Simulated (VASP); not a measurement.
# C (C2/m) in VASP: notebook

Aim: see how the results for C move with the level of theory and the settings. Levels: LDA, PBE. Tasks: elastic constants, dielectric tensor.

Everything below comes from runs of VASP 6.6.1. Logs are shortened: lines on timing, memory, paths and dates and some standing lists are left out, and cuts for length are marked.

## 1. The cell of the first run

It takes space group C2/m (No. 12, monoclinic). The conventional cell has a = 4.255 Å, b = 2.457 Å, c = 3.765 Å, α = 90.00°, β = 111.49°, γ = 90.00°. C (site symmetry m) has 3 C at 1.42 Å within 1.9 Å.

## 2. Elastic constants, LDA

The input, INCAR:

```
  PREC = Accurate
  ENCUT = 600
  EDIFF = 1E-8
  ISMEAR = 0
  SIGMA = 0.01
  LREAL = False
  LASPH = True
  NELM = 80
  ALGO = Normal
  ISIF = 3
  LWAVE = False
  LCHARG = True
  IBRION = 6
  NFREE = 2
  POTIM = 0.015
  NSW = 1
```

The input, KPOINTS:

```
regular mesh
0
Gamma
  10 10 6
```

The input, POSCAR:

```
C
1.0
    2.1273203072     -1.2282824400      0.0000000000
    2.1273203072      1.2282824400      0.0000000000
   -1.3790696309      0.0000000000      3.5028300786
C
2
Direct
    0.1666444700      0.1666444700      0.9999069600
    0.8333555300      0.8333555300      0.0000930400
```

Potentials or basis: VASP PAW LDA potentials, release 64 (C).

On the command line:

```sh
> cat potpaw_LDA.64/C/POTCAR > POTCAR
> mpirun -np 1 vasp_std > vasp.out
```

OUTCAR:

```text
PREC = Accurate
   ENCUT = 600
   EDIFF = 1E-8
   ISMEAR = 0
   LREAL = False
   LASPH = True
   NELM = 80
   ISIF = 3
   IBRION = 6
   NFREE = 2
   POTIM = 0.015
   NSW = 1

 ion  position               nearest neighbor table
   1  0.167  0.167  1.000-   2 1.42   2 1.42   2 1.42
   2  0.833  0.833  0.000-   1 1.42   1 1.42   1 1.42

  LATTYP: Found a base centered monoclinic cell.
 ALAT       =     4.2546406144
 B/A-ratio  =     0.5773848141
 C/A-ratio  =     0.8848045598
 COS(beta)  =    -0.3663329314

  Lattice vectors:

 A1 = (   2.1273203072,  -1.2282824400,   0.0000000000)
 A2 = (   2.1273203072,   1.2282824400,   0.0000000000)
 A3 = (  -1.3790696309,   0.0000000000,   3.5028300786)

Analysis of symmetry for initial positions (statically):
=====================================================================
 Subroutine PRICEL returns:
 Original cell was already a primitive cell.

 Routine SETGRP: Setting up the symmetry group for a
 base centered monoclinic supercell.

 Subroutine GETGRP returns: Found  4 space group operations
 (whereof  4 operations were pure point group operations)
 out of a pool of  4 trial point group operations.

The static configuration has the point symmetry C_2h.

Analysis of symmetry for dynamics (positions and initial velocities):
=====================================================================
 Subroutine PRICEL returns:
 Original cell was already a primitive cell.

 Routine SETGRP: Setting up the symmetry group for a
 base centered monoclinic supercell.

 Subroutine GETGRP returns: Found  4 space group operations
 (whereof  4 operations were pure point group operations)
 out of a pool of  4 trial point group operations.

The dynamic configuration has the point symmetry C_2h.

 Subroutine INISYM returns: Found  4 space group operations
 (whereof  4 operations are pure point group operations),
 and found     1 'primitive' translations

----------------------------------------------------------------------------------------

                                     Primitive cell

  volume of cell :      18.3054

  direct lattice vectors                    reciprocal lattice vectors
     2.127320307 -1.228282440  0.000000000     0.235037478 -0.407072497  0.092534619
     2.127320307  1.228282440  0.000000000     0.235037478  0.407072497  0.092534619
    -1.379069631  0.000000000  3.502830079     0.000000000  0.000000000  0.285483446

  length of vectors
     2.456454649  2.456454649  3.764525416     0.479075453  0.479075453  0.285483446

  position of ions in fractional coordinates (direct lattice)
     0.166644470  0.166644470  0.999906960
     0.833355530  0.833355530  0.000093040

  ion indices of the primitive-cell ions
   primitive index   ion index
                 1           1
                 2           2

----------------------------------------------------------------------------------------

 KPOINTS: regular mesh

Automatic generation of k-mesh.
 Grid dimensions read from file:
 generate k-points for:   10   10    6

 Generating k-lattice:

  Cartesian coordinates                     Fractional coordinates (reciprocal lattice)
     0.023503748 -0.040707250  0.009253462     0.100000000  0.000000000  0.000000000
[... 111 lines left out ...]

  FORCE on cell =-STRESS in cart. coord.  units (eV):
  Direction    XX          YY          ZZ          XY          YZ          ZX
  --------------------------------------------------------------------------------------
  -------------------------------------------------------------------------------------
  Total       -0.5779088     -0.5857039     -0.1445761      0.0000000      0.0000000     -0.0035048
  in kB      -50.5812666    -51.2635255    -12.6539733      0.0000000      0.0000000     -0.3067604
  external PRESSURE =     -38.1662552 kB  Pullay stress =       0.0000000 kB
[... 89 lines left out ...]
  FREE ENERGIE OF THE ION-ELECTRON SYSTEM (eV)
  ---------------------------------------------------
  free  energy   TOTEN  =       -20.2234914986 eV

  energy  without entropy=      -20.2234914986  energy(sigma->0) =      -20.22349150

[... ionic steps 4 to 16 ...]

--------------------------------------- Ionic step       17  -------------------------------------------

 number of electron       8.0000000 magnetization

------------------------ aborting loop because EDIFF is reached ----------------------------------------
[... 67 lines left out ...]
--------------------------------------- Ionic step       19  -------------------------------------------

 number of electron       8.0000000 magnetization

 Free energy of the ion-electron system (eV)
  ---------------------------------------------------
  ext. energy  EPLUGINS =         0.00000000
  ---------------------------------------------------
  free energy    TOTEN  =       -20.22657265 eV

  energy without entropy =      -20.22657265  energy(sigma->0) =      -20.22657265

 E-fermi :   3.7901     XC(G=0): -10.4933

 val. band max:        3.6518999271   @ k =  -0.3000   0.3000   0.0000
 cond. band min:       4.9838600264   @ k =  -0.3000   0.4000   0.3333
 fundamental gap:      1.3319600993
 Fermi energy:         3.7900762482

 k-point     1 :       0.0000    0.0000    0.0000
  band No.  band energies     occupation
      1     -15.2419      2.00000
      2      -2.5980      2.00000
      3       1.2357      2.00000
      4       1.2394      2.00000
      5       7.7300      0.00000
      6      12.6116      0.00000
      7      12.6140      0.00000
      8      15.6469      0.00000
[... 243 lines left out ...]
 k-point    24 :       0.4000    0.3000    0.0000
  band No.  band energies     occupation
      1     -12.1262      2.00000
      2      -5.5862      2.00000
      3      -2.3882      2.00000
      4       0.1092      2.00000
      5       8.2998      0.00000
      6      12.8006      0.00000
      7      13.3740      0.00000
      8      19.3175      0.00000

 [... further k-points ...]
[... 5 lines left out ...]
  --------------------------------------------------------------------------------------
  -------------------------------------------------------------------------------------
  Total       -0.5776998     -0.5854692     -0.1505063      0.0000000      0.0000000     -0.0035371
  in kB      -50.5629774    -51.2429847    -13.1730083      0.0000000      0.0000000     -0.3095792
  external PRESSURE =     -38.3263235 kB  Pullay stress =       0.0000000 kB
[... 17 lines left out ...]
  FREE ENERGIE OF THE ION-ELECTRON SYSTEM (eV)
  ---------------------------------------------------
  free  energy   TOTEN  =       -20.2265726464 eV

  energy  without entropy=      -20.2265726464  energy(sigma->0) =      -20.22657265

 INTERNAL STRAIN TENSORS FROM STRAINED CELLS
 ============================================

 INTERNAL STRAIN TENSOR FOR ION    1 for displacements in x,y,z  (eV/Angst):
          X           Y           Z          XY          YZ          ZX
  --------------------------------------------------------------------------------
  x   -12.71302    12.68095    -0.00787     0.00067     0.00085     0.07611
  y     0.00000     0.00000     0.00000    12.61814     0.07438     0.00000
  z    -0.03854    -0.03957     0.11390     0.00001    -0.00002     0.00449

 INTERNAL STRAIN TENSORS FROM DISPLACED ATOMS
 ============================================

 INTERNAL STRAIN TENSOR FOR ION    1 for displacements in x,y,z  (eV/Angst):
          X           Y           Z          XY          YZ          ZX
  --------------------------------------------------------------------------------
  x   -12.65633    12.62834    -0.00425     0.00000     0.00000     0.07534
  y     0.00000     0.00000     0.00000    12.63041     0.07716     0.00000
  z    -0.03794    -0.03978     0.11717     0.00000     0.00000     0.00238

 INTERNAL STRAIN TENSOR FOR ION    2 for displacements in x,y,z  (eV/Angst):
          X           Y           Z          XY          YZ          ZX
  --------------------------------------------------------------------------------
  x    12.65633   -12.62834     0.00425     0.00000     0.00000    -0.07534
  y     0.00000     0.00000     0.00000   -12.63041    -0.07716     0.00000
  z     0.03794     0.03978    -0.11717     0.00000     0.00000    -0.00238

 Eigenvectors and eigenvalues of the dynamical matrix
 ----------------------------------------------------

   1 f  =   47.348523 THz   297.499546 2PiTHz 1579.376733 cm-1   195.817670 meV
             X         Y         Z           dx          dy          dz
     -0.669929  0.000000  3.502504    -0.707107    0.000000    0.000022
      3.545500  0.000000  0.000326     0.707107   -0.000000   -0.000022
[... 11 lines left out ...]
   4 f  =    0.000001 THz     0.000005 2PiTHz    0.000025 cm-1     0.000003 meV
             X         Y         Z           dx          dy          dz
     -0.669929  0.000000  3.502504    -0.000002    0.507568   -0.492316
      3.545500  0.000000  0.000326    -0.000002    0.507568   -0.492316

   5 f/i=    0.000000 THz     0.000000 2PiTHz    0.000002 cm-1     0.000000 meV
             X         Y         Z           dx          dy          dz
     -0.669929  0.000000  3.502504     0.707107   -0.000136   -0.000144
      3.545500  0.000000  0.000326     0.707107   -0.000136   -0.000144

   6 f/i=    0.000000 THz     0.000002 2PiTHz    0.000011 cm-1     0.000001 meV
             X         Y         Z           dx          dy          dz
     -0.669929  0.000000  3.502504    -0.000198   -0.492316   -0.507568
      3.545500  0.000000  0.000326    -0.000198   -0.492316   -0.507568

--------------------------------------------------------------------------------------------------------

 ELASTIC MODULI CONTR FROM IONIC RELAXATION (kBar)
 Direction    XX          YY          ZZ          XY          YZ          ZX
 --------------------------------------------------------------------------------
 XX        -254.5058    253.9282     -0.0630      0.0000      0.0000      1.5155
 YY         253.9282   -253.3822      0.1086     -0.0000     -0.0000     -1.5112
 ZZ          -0.0630      0.1086     -0.0690      0.0000      0.0000     -0.0009
 XY           0.0000     -0.0000      0.0000   -253.4658     -1.5484     -0.0000
 YZ           0.0000     -0.0000      0.0000     -1.5484     -0.0095     -0.0000
 ZX           1.5155     -1.5112     -0.0009     -0.0000     -0.0000     -0.0090
 --------------------------------------------------------------------------------

 TOTAL ELASTIC MODULI (kBar)
 Direction    XX          YY          ZZ          XY          YZ          ZX
 --------------------------------------------------------------------------------
 XX       10169.8347   1823.2780    -26.6042      0.0000      0.0000    -11.9856
 YY        1823.2780  10169.2022    -30.1649     -0.0000     -0.0000     13.2827
 ZZ         -26.6042    -30.1649    135.3703      0.0000      0.0000     -3.5684
 XY           0.0000     -0.0000      0.0000   4169.4620     13.3022     -0.0000
 YZ           0.0000     -0.0000      0.0000     13.3022     60.5872     -0.0000
 ZX         -11.9856     13.2827     -3.5684     -0.0000     -0.0000     25.9709
 --------------------------------------------------------------------------------
```

Run time: 3.2 min. Hardware: 1 thread of Intel Xeon Platinum 8559C (Emerald Rapids), shared host; peak memory 0.2 GiB.

What came out:

```
Voigt bulk modulus            : 267 GPa
Highest phonon frequency at Γ : 1579 cm⁻¹
```

Phonon frequencies in cm⁻¹ (negative: imaginary):
| q point | frequencies |
| --- | --- |
| (0.000, 0.000, 0.000) | 0 0 0 888 1579 1579 |

Elastic tensor in Voigt notation (GPa, in the Cartesian axes of the cell as first typed):
```
1017  182   -3    0   -1    0
 182 1017   -3    0    1    0
  -3   -3   14    0    0    0
   0    0    0    6    0    1
  -1    1    0    0    3    0
   0    0    0    1    0  417
```

Clamped-ion elastic tensor (GPa):
```
1042  157   -3    0   -1    0
 157 1042   -3    0    1    0
  -3   -3   14    0    0    0
   0    0    0    6    0    1
  -1    1    0    0    3    0
   0    0    0    1    0  442
```

Caveat: the cell is under stress, which shifts elastic constants.

(Continued in part 2 of 2.)
